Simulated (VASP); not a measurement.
Wanted: the native input for a VASP 6.6.1 run.

| Item | Value |
| --- | --- |
| Task | single point |
| Functional | r2SCAN |
| Potentials or basis | VASP PAW PBE potentials, release 64 (Zr_sv) |
| Cutoff | 520 eV |
| k mesh | 16 × 16 × 16 |
| Occupations | gaussian, width 0.1 eV |
| Spin | no spin polarisation |
| Dipole correction | no |
| Further INCAR settings | ALGO = Normal; EDIFF = 1e-06; NBANDS = 12 |

Zr:

```
CELL_PARAMETERS angstrom
0.00000 2.26808 2.26808
2.26808 0.00000 2.26808
2.26808 2.26808 0.00000
ATOMIC_POSITIONS crystal
Zr 0.00000 0.00000 0.00000
```

These files were run (other wordings do the same):

POSCAR

```
Zr
1.0
    0.0000000000      2.2680752577      2.2680752577
    2.2680752577      0.0000000000      2.2680752577
    2.2680752577      2.2680752577      0.0000000000
Zr
1
Direct
    0.0000000000      0.0000000000      0.0000000000
```

INCAR.step1

```
SYSTEM = Zr
PREC = Accurate
ENCUT = 520
ISMEAR = 0
SIGMA = 0.1
LREAL = .FALSE.
LASPH = .TRUE.
NELM = 100
NBANDS = 12
GGA = PE
ALGO = Normal
EDIFF = 1E-4
LWAVE = .TRUE.
LCHARG = .FALSE.
```

INCAR.step2

```
SYSTEM = Zr
PREC = Accurate
ENCUT = 520
EDIFF = 1E-6
ISMEAR = 0
SIGMA = 0.1
LREAL = .FALSE.
LASPH = .TRUE.
NELM = 100
ALGO = Normal
ISIF = 2
LWAVE = .FALSE.
LCHARG = .TRUE.
METAGGA = R2SCAN
LMIXTAU = .TRUE.
LELF = .TRUE.
LVHAR = .TRUE.
NBANDS = 12
ISTART = 1
```

KPOINTS

```
regular mesh
0
G
  16 16 16
  0 0 0
```

Potentials or basis: VASP PAW PBE potentials, release 64 (Zr_sv).

Run with:

```console
$ cat potpaw_PBE.64/Zr_sv/POTCAR > POTCAR
$ cp INCAR.step1 INCAR
$ mpirun -np 1 vasp_std > vasp.out
$ cp INCAR.step2 INCAR
$ mpirun -np 1 vasp_std > vasp.out
```

Results of the run:

The pressure is 0.0 GPa and the band gap on the k mesh is zero (band 6 reaches 10.01 eV, above the bottom of band 7 at 8.45 eV).

Caveat: the PAW data sets were made with another functional, which shifts forces and pressure a little.

It took 38 s on 1 thread of Intel(R) Xeon(R) 6975P-C (Granite Rapids) (shared host), peak memory 0.17 GiB.
